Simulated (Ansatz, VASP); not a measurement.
## Two plane-wave programs on WI2O2

```
CELL_PARAMETERS angstrom
-1.90198 1.90266 8.40712
1.90198 -1.90266 8.40712
1.90198 1.90266 -8.40712
ATOMIC_POSITIONS crystal
W 0.00000 0.00000 0.00000
I 0.16117 0.16117 0.00000
I 0.83883 0.83883 0.00000
O 0.50000 0.00000 0.50000
O 0.00000 0.50000 0.50000
```

Alike in both runs: task single point; functional PBE; k mesh 6 × 6 × 6; occupations gaussian, width 0.05 eV; no spin polarisation.

|  | VASP | Ansatz |
| --- | --- | --- |
| version | VASP 6.6.1 | Ansatz 0.2.0 |
| potentials or method | VASP PAW PBE potentials, release 64 (W_sv, I, O), cutoff 520 eV | scalar-relativistic, plane waves, PAW |
| valence electrons in the cell | 40 | 60 |

|  | VASP | Ansatz | Ansatz less VASP |
| --- | --- | --- | --- |
| gap on the k mesh at the Fermi level (eV) | none | none | - |
| pressure (GPa) | 2.3 | 1.8 | -0.49 |
| traceless stress, the component that is largest in VASP (GPa) | -0.33 | 0.23 | +0.553 |
| rms of the force components (eV/Å) | 0.013 | 0.012 | -0.0009 |

Atom by atom the forces differ by 0.001 eV/Å (rms over components). A gap of «none» marks a metal or a gap that the smearing closes. VASP's potentials hold 40 valence electrons a cell and Ansatz's 60, so a difference there can come from the potentials and not from the codes.

The k mesh is coarse, so the values compare programs but aren't converged. Spin-orbit coupling is off throughout.
